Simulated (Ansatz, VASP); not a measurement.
## One calculation of SrTiO3, two programs

INCAR

```
SYSTEM = SrTiO3
PREC = Accurate
ENCUT = 600
EDIFF = 1E-7
ISMEAR = 0
SIGMA = 0.02
LREAL = .False.
LASPH = .True.
NELM = 120
ALGO = Normal
ISIF = 3
LWAVE = .False.
LCHARG = .False.
GGA = PE
IBRION = 2
NSW = 50
EDIFFG = -0.003
GGA_COMPAT = .False.
NELMIN = 4
```

File KPOINTS:

```
Automatic mesh
0
Gamma
  8 8 8
  0 0 0
```

Contents of POSCAR:

```
SrTiO3
1.0
    3.9521497445      0.0000000000      0.0000000000
    0.0000000000      3.9521497445      0.0000000000
    0.0000000000      0.0000000000      3.9521497445
Sr Ti O
1 1 3
Direct
    0.5000000000      0.5000000000      0.5000000000
    0.0000000000      0.0000000000      0.0000000000
    0.5000000000      0.0000000000      0.0000000000
    0.0000000000      0.5000000000      0.0000000000
    0.0000000000      0.0000000000      0.5000000000
```

Input for Ansatz:

```yaml
crystal:
  lattice:
    - [3.9521497445, 0.0, 0.0]
    - [0.0, 3.9521497445, 0.0]
    - [0.0, 0.0, 3.9521497445]
  atoms:
    - { symbol: Sr, position: [0.5, 0.5, 0.5] }
    - { symbol: Ti, position: [0.0, 0.0, 0.0] }
    - { symbol: O, position: [0.5, 0.0, 0.0] }
    - { symbol: O, position: [0.0, 0.5, 0.0] }
    - { symbol: O, position: [0.0, 0.0, 0.5] }
basis: {}
kpoints:
  mp_grid: { grid: [8, 8, 8] }
hamiltonian:
  xc: pbe
  pseudopotentials: { kind: all_electron, lapw: {} }
scf:
  occupations: { method: gaussian, width: 0.02 }
output:
  forces: true
  stress: true
  eigenvalues: true
relax:
  adjacent_minimum: "off"
  f_tol: 0.003
  max_steps: 30
  cell: { stress_tol: 0.03 }
```

Alike in both runs: task relaxation of cell and atoms; functional PBE; k mesh 8 × 8 × 8; occupations gaussian, width 0.02 eV; no spin polarisation.

|  | VASP | Ansatz |
| --- | --- | --- |
| version | VASP 6.6.1 | Ansatz 0.2.0 |
| potentials or method | VASP PAW PBE potentials, release 64 (Sr_sv, Ti_sv, O), cutoff 600 eV | scalar-relativistic, all-electron LAPW |

```csv
,VASP,Ansatz,Ansatz less VASP
"gap on the k mesh at the Fermi level, each at its own relaxed structure (eV)",1.81,1.84,+0.028
relaxed volume (Å³/atom),12.23,12.20,-0.031
relaxed cell length with the largest relative difference (Å),3.940,3.936,-0.0033
```

Ansatz ran all-electron here, and VASP with PAW potentials.
